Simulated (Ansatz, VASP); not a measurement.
Ni in VASP and in Ansatz

```
Ni
1.0
     0.00000    1.71044    1.71044
     1.71044    0.00000    1.71044
     1.71044    1.71044    0.00000
Ni
1
Cartesian
  0.0000 0.0000 0.0000
```

Alike in both runs: task single point; functional LDA; k mesh 16 × 16 × 16; occupations methfessel-paxton of order 1, width 0.6 eV; no spin polarisation.

|  | VASP | Ansatz |
| --- | --- | --- |
| version | VASP 6.6.1 | Ansatz 0.2.0 |
| potentials or method | VASP PAW LDA potentials, release 64 (Ni), cutoff 600 eV | plane waves (420 eV) with PAW, scalar-relativistic |
| valence electrons in the cell | 10 | 18 |

|  | VASP | Ansatz | Ansatz less VASP |
| --- | --- | --- | --- |
| pressure (GPa) | -0.5 | -0.3 | +0.18 |

Ansatz warns that its potentials were made for another functional, while VASP's fit it. LDA's correlation is that of Perdew and Zunger in VASP and of Perdew and Wang (1992) in Ansatz. VASP's potentials hold 10 valence electrons a cell and Ansatz's 18, so a difference there can come from the potentials and not from the codes.
